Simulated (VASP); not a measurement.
Input of a VASP 6.6.1 run:

Contents of INCAR:

```
PREC = Accurate
ENCUT = 520
EDIFF = 1E-8
ISMEAR = -1
SIGMA = 0.15
LREAL = False
LASPH = True
NELM = 60
ALGO = Normal
ISIF = 2
LWAVE = False
LCHARG = False
GGA = CA
IBRION = 8
NSW = 1
```

File KPOINTS:

```
regular mesh
0
Gamma
  12 12 12
```

File POSCAR:

```
YHg
1.0
    3.6238695562      0.0000000000      0.0000000000
    0.0000000000      3.6238695562      0.0000000000
    0.0000000000      0.0000000000      3.6238695562
Y Hg
1 1
Direct
    0.5000000000      0.5000000000      0.5000000000
    0.0000000000      0.0000000000      0.0000000000
```

Potentials or basis: VASP PAW LDA potentials, release 64 (Y_sv, Hg).

Launch:

```console
$ cat potpaw_LDA.64/Y_sv/POTCAR potpaw_LDA.64/Hg/POTCAR > POTCAR
$ mpirun -np 1 vasp_std > vasp.out
```

(1) Predict the highest phonon frequency at Γ.

Answers

(1) 107 cm⁻¹.
